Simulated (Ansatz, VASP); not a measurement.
**C: VASP beside Ansatz**

```
CELL_PARAMETERS angstrom
1.21192 0.69970 3.30525
-1.21192 0.69970 3.30525
0.00000 -1.39940 3.30525
ATOMIC_POSITIONS crystal
C 0.16094 0.16094 0.16094
C 0.83906 0.83906 0.83906
```

Change from the starting cell: mode 4 frozen in at -0.057 Å, equal normal strain along x, y and z -0.0167.

Alike in both runs: task single point; functional PBE; dispersion D3(BJ); k mesh 15 × 15 × 15; occupations gaussian, width 0.05 eV; no spin polarisation.

```csv
,VASP,Ansatz
version,VASP 6.6.1,Ansatz 0.2.0
potentials or method,"VASP PAW PBE potentials, release 64 (C), cutoff 520 eV","scalar-relativistic, plane waves, PAW"
valence electrons in the cell,8,8
```

Ansatz gave:

```
gap on the k mesh at the Fermi level (eV)                     : 0.92
least direct gap on the mesh (eV)                             : 0.92
pressure (GPa)                                                : 15.4
traceless stress, the component that is largest in VASP (GPa) : -17.20
rms of the force components (eV/Å)                            : 1.060
```

Problem. What did VASP give for the same quantities?

Solution. gap on the k mesh at the Fermi level (eV): 0.92; least direct gap on the mesh (eV): 0.92; pressure (GPa): 15.9; traceless stress, the component that is largest in VASP (GPa): -17.76; rms of the force components (eV/Å): 1.056.

Atom by atom the forces differ by 0.004 eV/Å (rms over components).
